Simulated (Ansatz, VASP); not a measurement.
## SiGe: VASP beside Ansatz

POSCAR

```
SiGe
1.0
    3.9044512986      0.0000000000      0.0000000000
   -1.9522256493      3.3813540124      0.0000000000
    0.0000000000      0.0000000000      6.4507830000
Si Ge
2 2
Direct
    0.6666666667      0.3333333333      0.8746070000
    0.3333333333      0.6666666667      0.3746070000
    0.6666666667      0.3333333333      0.5003920000
    0.3333333333      0.6666666667      0.0003920000
```

File INCAR.step1:

```
SYSTEM = SiGe
ALGO     = Normal         ! electronic algorithm
EDIFF    = 1E-4           ! SCF threshold, eV
ENCUT    = 520            ! plane-wave cutoff, eV
GGA      = PE             ! functional
ISMEAR   = 0              ! smearing method
LASPH    = .TRUE.         ! aspherical terms in the spheres
LCHARG   = .FALSE.        ! write CHGCAR
LREAL    = .FALSE.        ! projectors in reciprocal space
LWAVE    = .TRUE.         ! write WAVECAR
NBANDS   = 26             ! bands
NELM     = 60             ! most SCF steps
PREC     = Accurate       ! precision mode
SIGMA    = 0.05           ! smearing width, eV
```

File INCAR.step2:

```
SYSTEM = SiGe
ALGO     = Normal         ! electronic algorithm
EDIFF    = 1E-7           ! SCF threshold, eV
ENCUT    = 520            ! plane-wave cutoff, eV
ISIF     = 2              ! what is computed and relaxed
ISMEAR   = 0              ! smearing method
ISTART   = 1            
LASPH    = .TRUE.         ! aspherical terms in the spheres
LCHARG   = .FALSE.        ! write CHGCAR
LMIXTAU  = .TRUE.       
LREAL    = .FALSE.        ! projectors in reciprocal space
LWAVE    = .FALSE.        ! write WAVECAR
METAGGA  = R2SCAN         ! meta-GGA
NBANDS   = 26             ! bands
NELM     = 60             ! most SCF steps
PREC     = Accurate       ! precision mode
SIGMA    = 0.05           ! smearing width, eV
```

File KPOINTS:

```
k-points
0
G
  12 12 6
  0 0 0
```

Input for Ansatz:

```yaml
crystal:
  lattice:
    - [3.9044512986, 0.0, 0.0]
    - [-1.9522256493, 3.3813540124, 0.0]
    - [0.0, 0.0, 6.450783]
  atoms:
    - { symbol: Si, position: [0.6666666667, 0.3333333333, 0.874607] }
    - { symbol: Si, position: [0.3333333333, 0.6666666667, 0.374607] }
    - { symbol: Ge, position: [0.6666666667, 0.3333333333, 0.500392] }
    - { symbol: Ge, position: [0.3333333333, 0.6666666667, 0.000392] }
basis:
  ecutwfc: 500
kpoints:
  mp_grid: { grid: [12, 12, 6] }
hamiltonian:
  xc: r2scan
scf:
  occupations: { method: gaussian, width: 0.05 }
output:
  forces: true
  stress: true
  eigenvalues: true
```

Alike in both runs: task single point; functional r2SCAN; k mesh 12 × 12 × 6; occupations gaussian, width 0.05 eV; no spin polarisation.

```csv
,VASP,Ansatz
version,VASP 6.6.1,Ansatz 0.2.0
potentials or method,"VASP PAW PBE potentials, release 64 (Si, Ge_d), cutoff 520 eV","scalar-relativistic, plane waves, PAW"
valence electrons in the cell,36,36
```

|  | VASP | Ansatz | Ansatz less VASP |
| --- | --- | --- | --- |
| gap on the k mesh at the Fermi level (eV) | 0.66 | 0.66 | 0.000 |
| least direct gap on the mesh (eV) | 0.78 | 0.78 | +0.007 |
| pressure (GPa) | 0.0 | 0.0 | +0.05 |
| traceless stress, the component that is largest in VASP (GPa) | 0.05 | 0.05 | -0.004 |
| rms of the force components (eV/Å) | 0.012 | 0.009 | -0.0028 |

VASP's potentials were made for PBE, not for r2SCAN. Atom by atom the forces differ by 0.003 eV/Å (rms over components).
